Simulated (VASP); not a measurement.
# Ti in VASP: further runs

The runs below take Ti through single point, with PBE.

Everything below comes from runs of VASP 6.6.1. Logs are shortened: lines on timing, memory, paths and dates and some standing lists are left out, and cuts for length are marked.

**1. The cell of the first run**

The cell holds a slab with vacuum, 6 atoms: a = 2.940 Å, b = 2.940 Å, c = 27.620 Å, α = 90.00°, β = 90.00°, γ = 120.00°.

**2. Single point, PBE**

Input file INCAR:

```
ALGO     = Normal         # electronic algorithm
DIPOL    = 0.5 0.5 0.500
EDIFF    = 1E-6           # SCF threshold, eV
ENCUT    = 520            # plane-wave cutoff, eV
GGA      = PE             # functional
IDIPOL   = 3            
ISIF     = 2              # what is computed and relaxed
ISMEAR   = -1             # smearing method
LASPH    = True           # aspherical terms in the spheres
LCHARG   = False          # write CHGCAR
LDIPOL   = True         
LREAL    = False          # projectors in reciprocal space
LWAVE    = False          # write WAVECAR
NBANDS   = 45             # bands
NELM     = 80             # most SCF steps
PREC     = Accurate       # precision mode
SIGMA    = 0.05           # smearing width, eV
```

Input file KPOINTS:

```
k-points
0
Gamma
  13 13 1
```

Input file POSCAR:

```
Ti
1.0
    2.9399472392      0.0000000000      0.0000000000
   -1.4699736196      2.5460689949      0.0000000000
    0.0000000000      0.0000000000     27.6197000000
Ti
6
Direct
    0.8333333330      0.1666666670      0.2896488051
    0.1666666670      0.8333333330      0.3737892830
    0.8333333330      0.1666666670      0.4579297610
    0.1666666670      0.8333333330      0.5420702390
    0.8333333330      0.1666666670      0.6262107170
    0.1666666670      0.8333333330      0.7103511949
```

Potentials or basis: VASP PAW PBE potentials, release 64 (Ti_sv).

The run is started by

```sh
$ cat potpaw_PBE.64/Ti_sv/POTCAR > POTCAR
$ mpirun -np 1 vasp_std > vasp.out
```

OUTCAR:

```text
EDIFF = 1E-6
   ENCUT = 520
   GGA = PE
   ISIF = 2
   ISMEAR = -1
   LASPH = True
   LREAL = False
   NELM = 80
   PREC = Accurate

 ion  position               nearest neighbor table
   1  0.833  0.167  0.290-   2 2.88   2 2.88   2 2.88
   2  0.167  0.833  0.374-   1 2.88   1 2.88   3 2.88   3 2.88   1 2.88   3 2.88
   3  0.833  0.167  0.458-   4 2.88   2 2.88   4 2.88   2 2.88   4 2.88   2 2.88
   4  0.167  0.833  0.542-   3 2.88   5 2.88   3 2.88   5 2.88   3 2.88   5 2.88
   5  0.833  0.167  0.626-   6 2.88   6 2.88   4 2.88   4 2.88   6 2.88   4 2.88
   6  0.167  0.833  0.710-   5 2.88   5 2.88   5 2.88

  LATTYP: Found a hexagonal cell.
 ALAT       =     2.9399472392
 C/A-ratio  =     9.3946243768

  Lattice vectors:

 A1 = (   2.9399472392,   0.0000000000,   0.0000000000)
 A2 = (  -1.4699736196,   2.5460689949,   0.0000000000)
 A3 = (   0.0000000000,   0.0000000000,  27.6197000000)

Analysis of symmetry for initial positions (statically):
=====================================================================
 Subroutine PRICEL returns:
 Original cell was already a primitive cell.

 Routine SETGRP: Setting up the symmetry group for a
 hexagonal supercell.

 Subroutine GETGRP returns: Found 12 space group operations
 (whereof  4 operations were pure point group operations)
 out of a pool of 24 trial point group operations.

The static configuration has the point symmetry C_2h.
 The point group associated with its full space group is D_3d.

Analysis of symmetry for dynamics (positions and initial velocities):
=====================================================================
 Subroutine PRICEL returns:
 Original cell was already a primitive cell.

 Routine SETGRP: Setting up the symmetry group for a
 hexagonal supercell.

 Subroutine GETGRP returns: Found 12 space group operations
 (whereof  4 operations were pure point group operations)
 out of a pool of 24 trial point group operations.

The dynamic configuration has the point symmetry C_2h.
 The point group associated with its full space group is D_3d.

 Subroutine INISYM returns: Found 12 space group operations
 (whereof  4 operations are pure point group operations),
 and found     1 'primitive' translations

----------------------------------------------------------------------------------------

                                     Primitive cell

  volume of cell :     206.7420

  direct lattice vectors                    reciprocal lattice vectors
     2.939947239  0.000000000  0.000000000     0.340142159  0.196381167  0.000000000
    -1.469973620  2.546068995  0.000000000     0.000000000  0.392762334  0.000000000
     0.000000000  0.000000000 27.619700000     0.000000000  0.000000000  0.036206041

  length of vectors
     2.939947239  2.939947239 27.619700000     0.392762334  0.392762334  0.036206041

  position of ions in fractional coordinates (direct lattice)
     0.833333333  0.166666667  0.289648805
     0.166666667  0.833333333  0.373789283
     0.833333333  0.166666667  0.457929761
     0.166666667  0.833333333  0.542070239
     0.833333333  0.166666667  0.626210717
     0.166666667  0.833333333  0.710351195

  ion indices of the primitive-cell ions
   primitive index   ion index
                 1           1
                 2           2
                 3           3
                 4           4
                 5           5
                 6           6

----------------------------------------------------------------------------------------

 KPOINTS: k-points

Automatic generation of k-mesh.
 Grid dimensions read from file:
 generate k-points for:   13   13    1

 Generating k-lattice:

  Cartesian coordinates                     Fractional coordinates (reciprocal lattice)
     0.026164781  0.015106244  0.000000000     0.076923077  0.000000000  0.000000000
     0.000000000  0.030212487  0.000000000     0.000000000  0.076923077  0.000000000
     0.000000000  0.000000000  0.036206041     0.000000000  0.000000000  1.000000000

  Length of vectors
     0.030212487  0.030212487  0.036206041

  Shift w.r.t. Gamma in fractional coordinates (k-lattice)
     0.000000000  0.000000000  0.000000000

 Subroutine IBZKPT returns following result:
 ===========================================

 Found     21 irreducible k-points:

 Following reciprocal coordinates:
            Coordinates               Weight
  0.000000  0.000000  0.000000      1.000000
  0.076923 -0.000000  0.000000      6.000000
  0.153846  0.000000  0.000000      6.000000
  0.230769  0.000000  0.000000      6.000000
  0.307692  0.000000  0.000000      6.000000
  0.384615 -0.000000  0.000000      6.000000
[... 13 lines left out ...]
  0.384615  0.230769  0.000000      6.000000
  0.307692  0.307692  0.000000      6.000000
   k-points           NKPTS =     21   k-points in BZ     NKDIM =     21   number of bands    NBANDS=     45
   number of dos      NEDOS =    301   number of ions     NIONS =      6
   total plane-waves  NPLWV = 120960
   dimension x,y,z NGX =    24 NGY =   24 NGZ =  210
   dimension x,y,z NGXF=    48 NGYF=   48 NGZF=  420
   ions per type =               6
   NGX,Y,Z   is equivalent  to a cutoff of  13.57, 13.57, 12.64 a.u.
   NGXF,Y,Z  is equivalent  to a cutoff of  27.14, 27.14, 25.28 a.u.
 SYSTEM =  unknown system
   PREC   = accura    normal or accurate (medium, high low for compatibility)
   ISTART =      0    job   : 0-new  1-cont  2-samecut
   ICHARG =      2    charge: 1-file 2-atom 10-const
   ISPIN  =      1    spin polarized calculation?
   LNONCOLLINEAR =      F non collinear calculations
   LSORBIT =      F    spin-orbit coupling
   LASPH  =      T    aspherical Exc in radial PAW
   ENCUT  =  520.0 eV  38.22 Ry    6.18 a.u.   5.47  5.47 51.35*2*pi/ulx,y,z
   NELM   =     80;   NELMIN=  2; NELMDL= -5     # of ELM steps
   EDIFF  = 0.1E-05   stopping-criterion for ELM
   LREAL  =      F    real-space projection
   EDIFFG = 0.1E-04   stopping-criterion for IOM
   NSW    =      0    number of steps for IOM
   IBRION =     -1    ionic relax: 0-MD 1-quasi-New 2-CG
   NFREE  =      0    steps in history (QN), initial steepest desc. (CG)
   ISIF   =      2    stress and relaxation
   ISYM   =      2    0-nonsym 1-usesym 2-fastsym
   POTIM  = 0.5000    time-step for ionic-motion
   TEBEG  =    0.0;   TEEND  =   0.0 temperature during run
   PSTRESS=    0.0 pullay stress
   NELECT =      72.0000    total number of electrons
   NUPDOWN=      -1.0000    fix difference up-down
   EMIN   =  10.00;   EMAX   =-10.00  energy-range for DOS
   EFERMI =   0.00;   METHOD = LEGACY
   ISMEAR =    -1;   SIGMA  =   0.05  broadening in eV -4-tet -1-fermi 0-gaus
   EFERMI_NEDOS =   21; number of points for ismear=-14 and -15
   IALGO  =     38    algorithm
   IMIX   =      4    mixing-type and parameters
     AMIX     =   0.40;   BMIX     =  1.00
     AMIX_MAG =   1.60;   BMIX_MAG =  1.00
  volume/ion in A,a.u.               =      34.46       232.53
  Fermi-wavevector in a.u.,A,eV,Ry     =   1.151797  2.176582 18.049997  1.326637
  Thomas-Fermi vector in A             =   2.288453
   LORBIT       =      0    0 simple, 1 ext, 2 COOP (PROOUT), +10 PAW based schemes
   GGA     = PE    functional components
   LHFCALC =     F    Hartree Fock is set to
   AEXX    =    0.0000 exact exchange contribution
   IVDW    =     0    specifies the selected vdW correction
   LEPSILON=     F    determine dielectric tensor
   LRPA    =     F    only Hartree local field effects (RPA)
 non-spin polarized calculation
  energy-cutoff  :      520.00
  volume of cell :      206.74
 maximum number of plane-waves:      5683
 NGX is ok and might be reduce to    24
   NGX = 11   NGY = 11   NGZ =103

 dipolmoment           0.000000      0.000000      0.000000 electrons x Angstroem

 number of electron      71.9999990 magnetization

 dipolmoment           0.000000      0.000000     -0.000000 electrons x Angstroem

 Free energy of the ion-electron system (eV)
  ---------------------------------------------------
  ext. energy  EPLUGINS =         0.00000000
  ---------------------------------------------------
  free energy    TOTEN  =       -45.11303956 eV

  energy without entropy =      -45.02461575  energy(sigma->0) =      -45.06882766

 E-fermi :   2.1254     XC(G=0):  -6.5679

 val. band max:        2.1242547121   @ k =   0.2308   0.0000   0.0000
 cond. band min:       2.1527315547   @ k =   0.3077   0.2308   0.0000
 fundamental gap:      0.0284768426
 Fermi energy:         2.1254166300

 k-point     1 :       0.0000    0.0000    0.0000
  band No.  band energies     occupation
      1     -54.8450      2.00000
      2     -54.8449      2.00000
      3     -54.7088      2.00000
      4     -54.6615      2.00000
      5     -54.6147      2.00000
      6     -54.5936      2.00000
[... 37 lines left out ...]
     44       2.9197      0.00000
     45       2.9447      0.00000

 k-point     2 :       0.0769   -0.0000    0.0000
  band No.  band energies     occupation
      1     -54.8407      2.00000
      2     -54.8407      2.00000
      3     -54.7035      2.00000
      4     -54.6572      2.00000
      5     -54.6114      2.00000
      6     -54.5910      2.00000
[... 37 lines left out ...]
     44       3.0163      0.00000
     45       3.0675      0.00000

 k-point     3 :       0.1538    0.0000    0.0000
  band No.  band energies     occupation
      1     -54.8289      2.00000
      2     -54.8289      2.00000
      3     -54.6886      2.00000
      4     -54.6452      2.00000
      5     -54.6023      2.00000
      6     -54.5841      2.00000
[... 37 lines left out ...]
     44       3.1181      0.00000
     45       3.2341      0.00000

 k-point     4 :       0.2308    0.0000    0.0000
  band No.  band energies     occupation
      1     -54.8122      2.00000
      2     -54.8122      2.00000
      3     -54.6668      2.00000
      4     -54.6281      2.00000
      5     -54.5897      2.00000
      6     -54.5749      2.00000
[... 757 lines left out ...]
     44       3.4071      0.00000
     45       3.5160      0.00000

 k-point    20 :       0.3846    0.2308    0.0000
  band No.  band energies     occupation
      1     -54.7631      2.00000
      2     -54.7631      2.00000
      3     -54.5899      2.00000
      4     -54.5792      2.00000
      5     -54.5562      2.00000
      6     -54.5557      2.00000
[... 37 lines left out ...]
     44       3.5313      0.00000
     45       3.6277      0.00000

 k-point    21 :       0.3077    0.3077    0.0000
  band No.  band energies     occupation
      1     -54.7616      2.00000
      2     -54.7616      2.00000
      3     -54.5856      2.00000
      4     -54.5791      2.00000
      5     -54.5554      2.00000
      6     -54.5553      2.00000
[... 37 lines left out ...]
     44       3.5857      0.00000
     45       3.6257      0.00000

------------------------ aborting loop because EDIFF is reached ----------------------------------------

 vacuum level on the upper side and lower side of the slab       (xc-potential included)        -0.207        -0.207

  FORCE on cell =-STRESS in cart. coord.  units (eV):
  Direction    XX          YY          ZZ          XY          YZ          ZX
  --------------------------------------------------------------------------------------
  -------------------------------------------------------------------------------------
  Total       -1.7691009     -1.7691009     -2.2144352      0.0000000      0.0000000      0.0000000
  in kB      -13.7099076    -13.7099076    -17.1610908      0.0000000      0.0000000      0.0000000
  external PRESSURE =     -14.8603020 kB  Pullay stress =       0.0000000 kB

 VOLUME and BASIS-vectors are now :
 -----------------------------------------------------------------------------
  energy-cutoff  :      520.00
  volume of cell :      206.74
      direct lattice vectors                 reciprocal lattice vectors
     2.939947239  0.000000000  0.000000000     0.340142159  0.196381167  0.000000000
    -1.469973620  2.546068995  0.000000000     0.000000000  0.392762334  0.000000000
     0.000000000  0.000000000 27.619700000     0.000000000  0.000000000  0.036206041

 POSITION                                       TOTAL-FORCE (eV/Angst)
 -----------------------------------------------------------------------------------
      2.20496      0.42434      8.00001         0.000000      0.000000      0.538063
     -0.73499      2.12172     10.32395        -0.000000      0.000000     -0.605711
      2.20496      0.42434     12.64788         0.000000      0.000000      0.065290
     -0.73499      2.12172     14.97182        -0.000000     -0.000000     -0.065290
      2.20496      0.42434     17.29575         0.000000     -0.000000      0.605711
     -0.73499      2.12172     19.61969         0.000000      0.000000     -0.538063
 -----------------------------------------------------------------------------------
    total drift:                               -0.000000      0.000000     -0.000000

  FREE ENERGIE OF THE ION-ELECTRON SYSTEM (eV)
  ---------------------------------------------------
  free  energy   TOTEN  =       -45.1130395625 eV

  energy  without entropy=      -45.0246157521  energy(sigma->0) =      -45.06882766

 vacuum level on the upper side and lower side of the slab         6.403         6.403
```

Run time: 7.2 min. Hardware: 1 thread of Intel Xeon Platinum 8259CL at 2.50GHz (Skylake/Cascade Lake), shared host; peak memory 0.4 GiB.

What came out:

```
Free energy            : -45.1130 eV
Largest force          : 0.606 eV/Å
Band gap on the k mesh : zero (band 36 reaches 2.78 eV, above the bottom of band 37 at 1.71 eV)
```

Forces in eV/Å, atoms in the order of the input:
```
Ti   0.000  0.000  0.538
Ti   0.000  0.000 -0.606
Ti   0.000  0.000  0.065
Ti   0.000  0.000 -0.065
Ti   0.000  0.000  0.606
Ti   0.000  0.000 -0.538
```

[end of part 1 of 2]
